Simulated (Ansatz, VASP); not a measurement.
# CF4: VASP beside Ansatz

```
CELL_PARAMETERS angstrom
8.99588 0.00000 0.00000
0.00000 8.99588 0.00000
0.00000 0.00000 8.99588
ATOMIC_POSITIONS crystal
C 0.70723 0.59239 0.65856
C 0.09586 0.46083 0.42502
C 0.79337 0.74041 0.09590
C 0.37014 0.17685 0.76834
C 0.17162 0.96772 0.32328
C 0.27770 0.65617 0.95512
C 0.59974 0.21272 0.28760
C 0.89282 0.15862 0.84117
F 0.83441 0.66388 0.68777
F 0.66942 0.50830 0.77524
F 0.60008 0.69157 0.63160
F 0.72567 0.50541 0.53921
F 0.11778 0.51123 0.56309
F 0.03261 0.32641 0.43046
F 0.00629 0.55425 0.35170
F 0.22640 0.45140 0.35457
F 0.90498 0.83894 0.09340
F 0.73408 0.73638 0.23199
F 0.68937 0.78139 0.99792
F 0.84530 0.60594 0.06004
F 0.34522 0.23672 0.90208
F 0.34334 0.03023 0.77354
F 0.28033 0.24091 0.66878
F 0.51200 0.19945 0.72832
F 0.26938 0.03164 0.41510
F 0.19155 0.82011 0.32577
F 0.03329 0.00001 0.36768
F 0.19301 0.01855 0.18494
F 0.37254 0.72987 0.04248
F 0.20117 0.55841 0.03671
F 0.18401 0.75232 0.89151
F 0.35343 0.58388 0.84958
F 0.64049 0.08075 0.34305
F 0.72089 0.29283 0.25642
F 0.52073 0.19166 0.16330
F 0.51679 0.28519 0.38712
F 0.89022 0.21424 0.70335
F 0.77934 0.06462 0.85859
F 0.02092 0.08614 0.86287
F 0.88136 0.26928 0.93978
```

Alike in both runs: functional PBE; k mesh 1 × 1 × 1; occupations fermi-dirac, width 0.02 eV; no spin polarisation.

Ansatz relaxed the structure, and its values are those at the end. VASP's run is a single point on that final structure, the one shown.

|  | VASP | Ansatz |
| --- | --- | --- |
| version | VASP 6.6.1 | Ansatz 0.2.0 |
| potentials or method | VASP PAW PBE potentials, release 64 (C, F), cutoff 520 eV | scalar-relativistic, plane waves, PAW |
| valence electrons in the cell | 256 | 256 |

VASP gave:

* rms of the force components (eV/Å): 0.186

Q: Estimate Ansatz's values.

A: rms of the force components (eV/Å): 0.057.

One of these differences is far larger than is usual between the two programs; its cause wasn't traced. With one functional, cell and mesh, what is left measures potentials, basis and numerics.
